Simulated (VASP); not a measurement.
Input of a VASP 6.6.1 run:

The input POSCAR:

```
C
1.0
    0.0000000000      1.9260720000      1.7834000000
    1.9260720000      0.0000000000      1.7834000000
    1.9260720000      1.9260720000      0.0000000000
C
2
Direct
    0.5000000000      0.5000000000      0.5000000000
    0.7500000000      0.7500000000      0.7500000000
```

Contents of INCAR.step1:

```
SYSTEM = C
  PREC = Accurate
  ENCUT = 520
  ISMEAR = 0
  SIGMA = 0.05
  LREAL = .FALSE.
  LASPH = .TRUE.
  NELM = 80
  NBANDS = 11
  GGA = PE
  ALGO = Normal
  EDIFF = 1E-4
  LWAVE = .TRUE.
  LCHARG = .FALSE.
```

INCAR.step2

```
SYSTEM = C
  PREC = Accurate
  ENCUT = 520
  EDIFF = 1E-6
  ISMEAR = 0
  SIGMA = 0.05
  LREAL = .FALSE.
  LASPH = .TRUE.
  NELM = 80
  ALGO = Normal
  ISIF = 2
  LWAVE = .FALSE.
  LCHARG = .FALSE.
  METAGGA = R2SCAN
  LMIXTAU = .TRUE.
  NBANDS = 11
  ISTART = 1
```

The input KPOINTS:

```
regular mesh
0
G
  12 12 12
  0 0 0
```

Potentials or basis: VASP PAW PBE potentials, release 64 (C).

Launch:

```sh
$ cat potpaw_PBE.64/C/POTCAR > POTCAR
$ cp INCAR.step1 INCAR
$ mpirun -np 1 vasp_std > vasp.out
$ cp INCAR.step2 INCAR
$ mpirun -np 1 vasp_std > vasp.out
```

Problem. What does it give for the pressure?

Solution. -52.3 GPa.

Problem. Estimate the band gap on the k mesh.

Solution. 2.21 eV, indirect (least direct gap 4.16 eV).

Stress tensor (GPa, compression positive):
```
-71.73   0.00   0.00
  0.00 -71.73   0.00
  0.00   0.00 -13.58
```

Caveat: the cell differs from its parent crystal (strain +0.080 along x and y, +0.000 along z); the PAW data sets were made with another functional, which shifts forces and pressure a little. A k mesh can miss the band edges.
